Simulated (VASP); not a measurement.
Write the native input for VASP 6.6.1 that does the following.

| Item | Value |
| --- | --- |
| Task | single point |
| Functional | PBEsol |
| Potentials or basis | VASP PAW PBE potentials, release 64 (Mg) |
| Cutoff | 520 eV |
| k mesh | 12 × 12 × 7 |
| Occupations | fermi-dirac, width 0.08 eV |
| Spin | no spin polarisation |
| Dipole correction | no |
| Further INCAR settings | ALGO = Normal; EDIFF = 1e-07; NBANDS = 9 |

The structure of Mg lies in POSCAR:

```
Mg
1.0
    3.1658976813      0.0000000000      0.0000000000
   -1.5829488406      2.7417478178      0.0000000000
    0.0000000000      0.0000000000      5.1399115029
Mg
2
Direct
    0.3333333333      0.6666666667      0.2500000000
    0.6666666667      0.3333333333      0.7500000000
```

This cell differs from its parent crystal: volume scaled by 0.96.

These files were run (other wordings do the same):

INCAR

```
SYSTEM = Mg
PREC = Accurate
ENCUT = 520
EDIFF = 1E-7
ISMEAR = -1
SIGMA = 0.08
LREAL = .False.
LASPH = .True.
NELM = 60
ALGO = Normal
ISIF = 2
LWAVE = .False.
LCHARG = .True.
GGA = PS
LELF = .True.
LVHAR = .True.
NBANDS = 9
```

KPOINTS

```
regular mesh
0
Gamma
  12 12 7
  0 0 0
```

Potentials or basis: VASP PAW PBE potentials, release 64 (Mg).

Launch:

```bash
$ cat potpaw_PBE.64/Mg/POTCAR > POTCAR
$ mpirun -np 1 vasp_std > vasp.out
```

Results of the run:

| Quantity | Value |
| --- | --- |
| Pressure | 0.3 GPa |
| Band gap on the k mesh | zero (band 2 reaches 3.75 eV, above the bottom of band 3 at 1.51 eV) |

Caveat: the PAW data sets were made with another functional, which shifts forces and pressure a little.

Run time: 12 s on 1 thread of Intel(R) Xeon(R) Platinum 8559C (Emerald Rapids) (shared host), peak memory 0.16 GiB.
